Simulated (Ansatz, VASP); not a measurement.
**Two plane-wave programs on Sn**

```
Sn
1.0
    -1.72654    1.77555    2.33834
     1.72654   -1.77555    2.33834
     1.72654    1.77555   -2.33834
Sn
1
Direct
  0.00000 0.00000 0.00000
```

Alike in both runs: task single point; functional PBEsol; k mesh 3 × 3 × 3; occupations fermi-dirac, width 0.1 eV; no spin polarisation.

|  | VASP | Ansatz |
| --- | --- | --- |
| version | VASP 6.6.1 | Ansatz 0.2.0 |
| potentials or method | VASP PAW PBE potentials, release 64 (Sn_d), cutoff 500 eV | plane waves, PAW |
| valence electrons in the cell | 14 | 14 |

|  | VASP | Ansatz | Ansatz less VASP |
| --- | --- | --- | --- |
| pressure (GPa) | -6.9 | -6.9 | +0.05 |
| traceless stress, the component that is largest in VASP (GPa) | -3.62 | -3.62 | +0.002 |

VASP's potentials were made for PBE, not for PBEsol. The functional is the same, so the differences come from potentials, cutoffs and numerics.

The k mesh is coarse, so the values compare programs but aren't converged.
